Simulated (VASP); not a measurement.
Wanted: the native input for a VASP 6.6.1 run.

```
Task                   : relaxation of cell and atoms
Functional             : PBE
Potentials or basis    : VASP PAW PBE potentials, release 64 (Li_sv, H_h)
Cutoff                 : 1230 eV
k mesh                 : 5 × 5 × 3
Occupations            : gaussian, width 0.2 eV
Spin                   : no spin polarisation
Dipole correction      : no
Further INCAR settings : ALGO = Normal; EDIFF = 1e-07; IBRION = 2; EDIFFG = -0.08; NSW = 36; ISIF = 3
```

The structure of Li3H2 lies in POSCAR:

```
Li3H2
1.0
    3.1107510700      0.0000000000      0.0000000000
    0.0000000000      3.1557965800      0.0000000000
    0.0000000000      0.0000000000      5.4404504200
Li H
3 2
Direct
    0.5000000000      0.0000000000      0.8141968300
    0.5000000000      0.0000000000      0.1564339700
    0.0000000000      0.0000000000      0.3588921400
    0.0000000000      0.5000000000      0.0034513000
    0.5000000000      0.5000000000      0.4950257500
```

The cell was generated, and may not be a known phase.

These files were run (other wordings do the same):

INCAR

```
  PREC = Accurate
  ENCUT = 1230
  EDIFF = 1E-7
  ISMEAR = 0
  SIGMA = 0.2
  LREAL = F
  LASPH = T
  NELM = 120
  ALGO = Normal
  ISIF = 3
  LWAVE = F
  LCHARG = F
  GGA = PE
  IBRION = 2
  NSW = 36
  EDIFFG = -0.08
  GGA_COMPAT = F
  NELMIN = 4
```

KPOINTS

```
Automatic mesh
0
Gamma
  5 5 3
```

Potentials or basis: VASP PAW PBE potentials, release 64 (Li_sv, H_h).

The run is started by

```sh
$ cat potpaw_PBE.64/Li_sv/POTCAR potpaw_PBE.64/H_h/POTCAR > POTCAR
$ mpirun -np 1 vasp_std > vasp.out
```

It gave:

The relaxed volume is 10.50 Å³/atom. The relaxed cell is a = 2.768 Å, b = 2.536 Å, c = 7.477 Å, α = 90.00°, β = 90.00°, γ = 90.00° and the space group after relaxing (to 0.1 Å) is Pmm2 (No. 25). The energy gained by relaxing is 712.6 meV/atom and the ionic steps are 28. The pressure after relaxing is 0.0 GPa, the largest force after relaxing is 0.028 eV/Å and the band gap on the k mesh is zero (an odd number of electrons rules out a gap without spin polarisation).

Caveat: the k points lie up to 0.50 Å⁻¹ apart in the final cell, too coarse for converged energies and pressures of a metal; a cell axis changed by over 15 % at a fixed basis, so the end point is rough.

Run time: 6.5 min on 1 thread of Intel(R) Xeon(R) Platinum 8488C (Sapphire Rapids), with other jobs on the host, peak memory 0.28 GiB.
